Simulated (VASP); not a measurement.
Here is a VASP 6.6.1 calculation.

The input INCAR:

```
SYSTEM = Se
PREC = Accurate ; ENCUT = 520
EDIFF = 1E-7 ; ISMEAR = -1
SIGMA = 0.1 ; LREAL = .False.
LASPH = .True. ; NELM = 100
ALGO = Normal ; ISIF = 2
LWAVE = .False. ; LCHARG = .False.
NBANDS = 13
```

Contents of KPOINTS:

```
Automatic mesh
0
Gamma
  6 6 6
  0 0 0
```

Contents of POSCAR:

```
Se
1.0
    0.0000000000      3.0689831786      3.0689831786
    3.0689831786      0.0000000000      3.0689831786
    3.0689831786      3.0689831786      0.0000000000
Se
2
Direct
    0.5000000000      0.5000000000      0.5000000000
    0.7500000000      0.7500000000      0.7500000000
```

Potentials or basis: VASP PAW LDA potentials, release 64 (Se).

Command:

```sh
$ cat potpaw_LDA.64/Se/POTCAR > POTCAR
$ mpirun -np 1 vasp_std > vasp.out
```

Q: What does it give for the pressure?

A: 0.8 GPa.

Q: What does it give for the band gap on the k mesh?

A: Zero (band 6 reaches 3.07 eV, above the bottom of band 7 at 1.91 eV).
